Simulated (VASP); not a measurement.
# La (P6_3/mmc) in VASP: a series of runs

Aim: see how the results for La move with the level of theory and the settings. Levels: BLYP, r2SCAN, LDA. Tasks: single point, relaxation of cell and atoms.

All numbers are computed with VASP 6.6.1; they aren't measurements. Logs are shortened: lines on timing, memory, paths and dates and some standing lists are left out, and cuts for length are marked.

### 1 The cell of the first run

Symmetry: P6_3/mmc, No. 194, hexagonal system. Conventional cell: a = 3.852 Å, b = 3.852 Å, c = 12.416 Å, α = 90.00°, β = 90.00°, γ = 120.00°. La (site symmetry -6m2) has 12 La at 3.82 to 3.85 Å within 5.0 Å. La (site symmetry -3m) has 12 La at 3.82 to 3.85 Å within 5.0 Å.

### 2 Single point, BLYP

Contents of INCAR:

```
SYSTEM = La
  PREC = Accurate
  ENCUT = 520
  EDIFF = 1E-7
  ISMEAR = -1
  SIGMA = 0.05
  LREAL = .FALSE.
  LASPH = .TRUE.
  NELM = 100
  ALGO = Normal
  ISIF = 2
  LWAVE = .FALSE.
  LCHARG = .FALSE.
  GGA = B5
  ALDAX = 1.0
  AGGAX = 1.0
  AGGAC = 1.0
  ALDAC = 0.0
  NBANDS = 30
```

Contents of KPOINTS:

```
Automatic mesh
0
G
  8 8 3
  0 0 0
```

Contents of POSCAR:

```
La
1.0
    3.8517454867      0.0000000000      0.0000000000
   -1.9258727434      3.3357094404      0.0000000000
    0.0000000000      0.0000000000     12.4155313959
La
4
Direct
    0.6666666667      0.3333333333      0.2500000000
    0.3333333333      0.6666666667      0.7500000000
    0.0000000000      0.0000000000      0.5000000000
    0.0000000000      0.0000000000      0.0000000000
```

Potentials or basis: VASP PAW PBE potentials, release 64 (La).

The run is started by

```sh
> cat potpaw_PBE.64/La/POTCAR > POTCAR
> mpirun -np 1 vasp_std > vasp.out
```

OUTCAR:

```text
SYSTEM = La
   PREC = Accurate
   ENCUT = 520
   EDIFF = 1E-7
   ISMEAR = -1
   LREAL = .FALSE.
   LASPH = .TRUE.
   NELM = 100
   ISIF = 2
   GGA = B5

 ion  position               nearest neighbor table
   1  0.667  0.333  0.250-
   2  0.333  0.667  0.750-
   3  0.000  0.000  0.500-
   4  0.000  0.000  0.000-

  LATTYP: Found a hexagonal cell.
 ALAT       =     3.8517454867
 C/A-ratio  =     3.2233519683

  Lattice vectors:

 A1 = (   3.8517454867,   0.0000000000,   0.0000000000)
 A2 = (  -1.9258727434,   3.3357094404,   0.0000000000)
 A3 = (   0.0000000000,   0.0000000000,  12.4155313959)

Analysis of symmetry for initial positions (statically):
=====================================================================
 Subroutine PRICEL returns:
 Original cell was already a primitive cell.

 Routine SETGRP: Setting up the symmetry group for a
 hexagonal supercell.

 Subroutine GETGRP returns: Found 24 space group operations
 (whereof 12 operations were pure point group operations)
 out of a pool of 24 trial point group operations.

The static configuration has the point symmetry D_3d.
 The point group associated with its full space group is D_6h.

Analysis of symmetry for dynamics (positions and initial velocities):
=====================================================================
 Subroutine PRICEL returns:
 Original cell was already a primitive cell.

 Routine SETGRP: Setting up the symmetry group for a
 hexagonal supercell.

 Subroutine GETGRP returns: Found 24 space group operations
 (whereof 12 operations were pure point group operations)
 out of a pool of 24 trial point group operations.

The dynamic configuration has the point symmetry D_3d.
 The point group associated with its full space group is D_6h.

 Subroutine INISYM returns: Found 24 space group operations
 (whereof 12 operations are pure point group operations),
 and found     1 'primitive' translations

----------------------------------------------------------------------------------------

                                     Primitive cell

  volume of cell :     159.5185

  direct lattice vectors                    reciprocal lattice vectors
     3.851745487  0.000000000  0.000000000     0.259622554  0.149893151  0.000000000
    -1.925872743  3.335709440  0.000000000     0.000000000  0.299786303  0.000000000
     0.000000000  0.000000000 12.415531396     0.000000000  0.000000000  0.080544277

  length of vectors
     3.851745487  3.851745487 12.415531396     0.299786303  0.299786303  0.080544277

  position of ions in fractional coordinates (direct lattice)
     0.666666667  0.333333333  0.250000000
     0.333333333  0.666666667  0.750000000
     0.000000000  0.000000000  0.500000000
     0.000000000  0.000000000  0.000000000

  ion indices of the primitive-cell ions
   primitive index   ion index
                 1           1
                 2           2
                 3           3
                 4           4

----------------------------------------------------------------------------------------

 KPOINTS: Automatic mesh

Automatic generation of k-mesh.
 Grid dimensions read from file:
 generate k-points for:    8    8    3

 Generating k-lattice:

  Cartesian coordinates                     Fractional coordinates (reciprocal lattice)
     0.032452819  0.018736644  0.000000000     0.125000000  0.000000000  0.000000000
     0.000000000  0.037473288  0.000000000     0.000000000  0.125000000  0.000000000
     0.000000000  0.000000000  0.026848092     0.000000000  0.000000000  0.333333333

  Length of vectors
     0.037473288  0.037473288  0.026848092

  Shift w.r.t. Gamma in fractional coordinates (k-lattice)
     0.000000000  0.000000000  0.000000000

 Subroutine IBZKPT returns following result:
 ===========================================

 Found     20 irreducible k-points:

 Following reciprocal coordinates:
            Coordinates               Weight
  0.000000  0.000000  0.000000      1.000000
  0.125000  0.000000  0.000000      6.000000
  0.250000  0.000000  0.000000      6.000000
  0.375000  0.000000  0.000000      6.000000
  0.500000  0.000000  0.000000      3.000000
  0.125000  0.125000  0.000000      6.000000
[... 12 lines left out ...]
  0.250000  0.250000  0.333333     12.000000
  0.375000  0.250000  0.333333     12.000000
   k-points           NKPTS =     20   k-points in BZ     NKDIM =     20   number of bands    NBANDS=     30
   number of dos      NEDOS =    301   number of ions     NIONS =      4
   total plane-waves  NPLWV =  86400
   dimension x,y,z NGX =    30 NGY =   30 NGZ =   96
   dimension x,y,z NGXF=    60 NGYF=   60 NGZF=  192
   ions per type =               4
   NGX,Y,Z   is equivalent  to a cutoff of  12.95, 12.95, 12.85 a.u.
   NGXF,Y,Z  is equivalent  to a cutoff of  25.90, 25.90, 25.71 a.u.
 SYSTEM =  La
   PREC   = accura    normal or accurate (medium, high low for compatibility)
   ISTART =      0    job   : 0-new  1-cont  2-samecut
   ICHARG =      2    charge: 1-file 2-atom 10-const
   ISPIN  =      1    spin polarized calculation?
   LNONCOLLINEAR =      F non collinear calculations
   LSORBIT =      F    spin-orbit coupling
   LASPH  =      T    aspherical Exc in radial PAW
   ENCUT  =  520.0 eV  38.22 Ry    6.18 a.u.   7.16  7.16 23.08*2*pi/ulx,y,z
   NELM   =    100;   NELMIN=  2; NELMDL= -5     # of ELM steps
   EDIFF  = 0.1E-06   stopping-criterion for ELM
   LREAL  =      F    real-space projection
   EDIFFG = 0.1E-05   stopping-criterion for IOM
   NSW    =      0    number of steps for IOM
   IBRION =     -1    ionic relax: 0-MD 1-quasi-New 2-CG
   NFREE  =      0    steps in history (QN), initial steepest desc. (CG)
   ISIF   =      2    stress and relaxation
   ISYM   =      2    0-nonsym 1-usesym 2-fastsym
   POTIM  = 0.5000    time-step for ionic-motion
   TEBEG  =    0.0;   TEEND  =   0.0 temperature during run
   PSTRESS=    0.0 pullay stress
   NELECT =      44.0000    total number of electrons
   NUPDOWN=      -1.0000    fix difference up-down
   EMIN   =  10.00;   EMAX   =-10.00  energy-range for DOS
   EFERMI =   0.00;   METHOD = LEGACY
   ISMEAR =    -1;   SIGMA  =   0.05  broadening in eV -4-tet -1-fermi 0-gaus
   EFERMI_NEDOS =   21; number of points for ismear=-14 and -15
   IALGO  =     38    algorithm
   IMIX   =      4    mixing-type and parameters
     AMIX     =   0.40;   BMIX     =  1.00
     AMIX_MAG =   1.60;   BMIX_MAG =  1.00
  volume/ion in A,a.u.               =      39.88       269.12
  Fermi-wavevector in a.u.,A,eV,Ry     =   1.065668  2.013821 15.451440  1.135649
  Thomas-Fermi vector in A             =   2.201227
   LORBIT       =      0    0 simple, 1 ext, 2 COOP (PROOUT), +10 PAW based schemes
   GGA     = B5    functional components
   LHFCALC =     F    Hartree Fock is set to
   AEXX    =    0.0000 exact exchange contribution
   IVDW    =     0    specifies the selected vdW correction
   LEPSILON=     F    determine dielectric tensor
   LRPA    =     F    only Hartree local field effects (RPA)
 non-spin polarized calculation
  energy-cutoff  :      520.00
  volume of cell :      159.52
 maximum number of plane-waves:      4325
 NGX is ok and might be reduce to    30
   NGX = 15   NGY = 15   NGZ = 47

 number of electron      44.0000004 magnetization

 Free energy of the ion-electron system (eV)
  ---------------------------------------------------
  ext. energy  EPLUGINS =         0.00000000
  ---------------------------------------------------
  free energy    TOTEN  =       -15.84783731 eV

  energy without entropy =      -15.78959509  energy(sigma->0) =      -15.81871620

 E-fermi :   7.7403     XC(G=0):  -8.7284

 val. band max:        7.7379908437   @ k =   0.3750   0.2500   0.3333
 cond. band min:       7.7600739480   @ k =   0.3750   0.2500   0.0000
 fundamental gap:      0.0220831043
 Fermi energy:         7.7402623254

 k-point     1 :       0.0000    0.0000    0.0000
  band No.  band energies     occupation
      1     -25.2875      2.00000
      2     -25.2164      2.00000
      3     -25.2064      2.00000
      4     -25.1334      2.00000
      5      -9.5343      2.00000
      6      -9.0002      2.00000
[... 22 lines left out ...]
     29       9.0358      0.00000
     30       9.0667      0.00000

 k-point     2 :       0.1250    0.0000    0.0000
  band No.  band energies     occupation
      1     -25.2692      2.00000
      2     -25.2030      2.00000
      3     -25.1930      2.00000
      4     -25.1252      2.00000
      5      -9.4818      2.00000
      6      -9.0214      2.00000
[... 22 lines left out ...]
     29       9.0673      0.00000
     30       9.1022      0.00000

 k-point     3 :       0.2500    0.0000    0.0000
  band No.  band energies     occupation
      1     -25.2226      2.00000
      2     -25.1704      2.00000
      3     -25.1603      2.00000
      4     -25.1070      2.00000
      5      -9.3455      2.00000
      6      -9.1601      2.00000
[... 22 lines left out ...]
     29       9.0383      0.00000
     30       9.0873      0.00000

 k-point     4 :       0.3750    0.0000    0.0000
  band No.  band energies     occupation
      1     -25.1702      2.00000
      2     -25.1374      2.00000
      3     -25.1272      2.00000
      4     -25.0939      2.00000
      5      -9.3970      2.00000
      6      -9.3871      2.00000
[... 22 lines left out ...]
     29       9.0153      0.00000
     30       9.1177      0.00000

 k-point     5 :       0.5000    0.0000    0.0000
  band No.  band energies     occupation
      1     -25.1441      2.00000
      2     -25.1236      2.00000
      3     -25.1134      2.00000
      4     -25.0927      2.00000
      5      -9.5027      2.00000
      6      -9.4779      2.00000
[... 22 lines left out ...]
     29       9.1884      0.00000
     30       9.1985      0.00000
[... 394 lines left out ...]
     29       8.9152      0.00000
     30       9.0082      0.00000

 k-point    18 :       0.3750    0.1250    0.3333
  band No.  band energies     occupation
      1     -25.1411      2.00000
      2     -25.1322      2.00000
      3     -25.1048      2.00000
      4     -25.0958      2.00000
      5      -9.4145      2.00000
      6      -9.3892      2.00000
[... 22 lines left out ...]
     29       9.0497      0.00000
     30       9.0890      0.00000

 k-point    19 :       0.2500    0.2500    0.3333
  band No.  band energies     occupation
      1     -25.1414      2.00000
      2     -25.1324      2.00000
      3     -25.1047      2.00000
      4     -25.0956      2.00000
      5      -9.3168      2.00000
      6      -9.3040      2.00000
[... 22 lines left out ...]
     29       8.8719      0.00000
     30       8.9437      0.00000

 k-point    20 :       0.3750    0.2500    0.3333
  band No.  band energies     occupation
      1     -25.1192      2.00000
      2     -25.1161      2.00000
      3     -25.1014      2.00000
      4     -25.0983      2.00000
      5      -9.3333      2.00000
      6      -9.3180      2.00000
[... 22 lines left out ...]
     29       9.0533      0.00000
     30       9.0629      0.00000

------------------------ aborting loop because EDIFF is reached ----------------------------------------

  FORCE on cell =-STRESS in cart. coord.  units (eV):
  Direction    XX          YY          ZZ          XY          YZ          ZX
  --------------------------------------------------------------------------------------
  -------------------------------------------------------------------------------------
  Total       -0.0093730     -0.0093730     -0.0054726      0.0000000      0.0000000      0.0000000
  in kB       -0.0941404     -0.0941404     -0.0549654      0.0000000      0.0000000      0.0000000
  external PRESSURE =      -0.0810821 kB  Pullay stress =       0.0000000 kB

 VOLUME and BASIS-vectors are now :
 -----------------------------------------------------------------------------
  energy-cutoff  :      520.00
  volume of cell :      159.52
      direct lattice vectors                 reciprocal lattice vectors
     3.851745487  0.000000000  0.000000000     0.259622554  0.149893151  0.000000000
    -1.925872743  3.335709440  0.000000000     0.000000000  0.299786303  0.000000000
     0.000000000  0.000000000 12.415531396     0.000000000  0.000000000  0.080544277

 POSITION                                       TOTAL-FORCE (eV/Angst)
 -----------------------------------------------------------------------------------
      1.92587      1.11190      3.10388         0.000000      0.000000     -0.000000
     -0.00000      2.22381      9.31165        -0.000000      0.000000      0.000000
      0.00000      0.00000      6.20777         0.000000      0.000000      0.000000
      0.00000      0.00000      0.00000         0.000000      0.000000      0.000000
 -----------------------------------------------------------------------------------
    total drift:                                0.000000     -0.000000     -0.000000

  FREE ENERGIE OF THE ION-ELECTRON SYSTEM (eV)
  ---------------------------------------------------
  free  energy   TOTEN  =       -15.8478373112 eV

  energy  without entropy=      -15.7895950900  energy(sigma->0) =      -15.81871620
```

It took 3.6 min on 1 thread of AMD EPYC 7R43 (Zen 3), shared host; peak memory 0.28 GiB.

What came out:

```yaml
Free_energy: -15.8478 eV
Pressure: 0.0 GPa
Band_gap_on_the_k_mesh: zero (band 22 reaches 8.56 eV, above the bottom of band 23 at 7.49 eV)
```

Caveat: the PAW data sets were made with another functional, which shifts forces and pressure a little; spin-orbit coupling is left out, which moves the levels of the heavy elements.

(Continued in part 2 of 2.)
